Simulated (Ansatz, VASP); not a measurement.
**Two plane-wave programs on Ir**

Contents of POSCAR:

```
Ir
1.0
    0.0000000000      1.9200010851      1.9200010851
    1.9200010851      0.0000000000      1.9200010851
    1.9200010851      1.9200010851      0.0000000000
Ir
1
Direct
    0.0000000000      0.0000000000      0.0000000000
```

INCAR.step1

```
SYSTEM = Ir
PREC = Accurate
ENCUT = 620
ISMEAR = 0
SIGMA = 0.05
LREAL = .FALSE.
LASPH = .TRUE.
NELM = 120
NBANDS = 14
GGA = PE
ALGO = Normal
EDIFF = 1E-5
LWAVE = .TRUE.
LCHARG = .FALSE.
GGA_COMPAT = .FALSE.
```

INCAR.step2

```
SYSTEM = Ir
PREC = Accurate
ENCUT = 620
EDIFF = 1E-6
ISMEAR = 0
SIGMA = 0.05
LREAL = .FALSE.
LASPH = .TRUE.
NELM = 120
ALGO = Normal
ISIF = 2
LWAVE = .FALSE.
LCHARG = .TRUE.
METAGGA = R2SCAN
LMIXTAU = .TRUE.
LELF = .TRUE.
LVHAR = .TRUE.
NBANDS = 14
ISTART = 1
GGA_COMPAT = .FALSE.
```

Contents of KPOINTS:

```
Automatic mesh
0
G
  16 16 16
  0 0 0
```

Input for Ansatz:

```yaml
crystal:
  lattice:
    - [0.0, 1.9200010851, 1.9200010851]
    - [1.9200010851, 0.0, 1.9200010851]
    - [1.9200010851, 1.9200010851, 0.0]
  atoms:
    - { symbol: Ir, position: [0.0, 0.0, 0.0] }
basis:
  ecutwfc: 500
  ecutrho_ratio: 4
kpoints:
  mp_grid: { grid: [16, 16, 16] }
hamiltonian:
  xc: r2scan
scf:
  occupations: { method: gaussian, width: 0.05 }
output:
  forces: true
  stress: true
  eigenvalues: true
  eigenstates:
    nscf_kmesh: { grid: [26, 26, 26] }
    de_dk: true
    e_range: [-2.5, 2.5]
  write_density: true
  write_potential: true
  elf: true
  volumetric_format: npy
```

Alike in both runs: task single point; functional r2SCAN; k mesh 16 × 16 × 16; occupations gaussian, width 0.05 eV; no spin polarisation.

|  | VASP | Ansatz |
| --- | --- | --- |
| version | VASP 6.6.1 | Ansatz 0.2.0 |
| potentials or method | VASP PAW PBE potentials, release 64 (Ir_sv_GW), cutoff 620 eV | scalar-relativistic, plane waves, PAW |
| valence electrons in the cell | 17 | 17 |

VASP gave:

| Item | Value |
| --- | --- |
| gap on the k mesh at the Fermi level (eV) | none |
| pressure (GPa) | 0.6 |

Q: Estimate Ansatz's values.

A: gap on the k mesh at the Fermi level (eV): none; pressure (GPa): 1.5.

VASP's potentials were made for PBE, not for r2SCAN. A gap of «none» marks a metal or a gap that the smearing closes.

Neither program's run includes spin-orbit coupling.
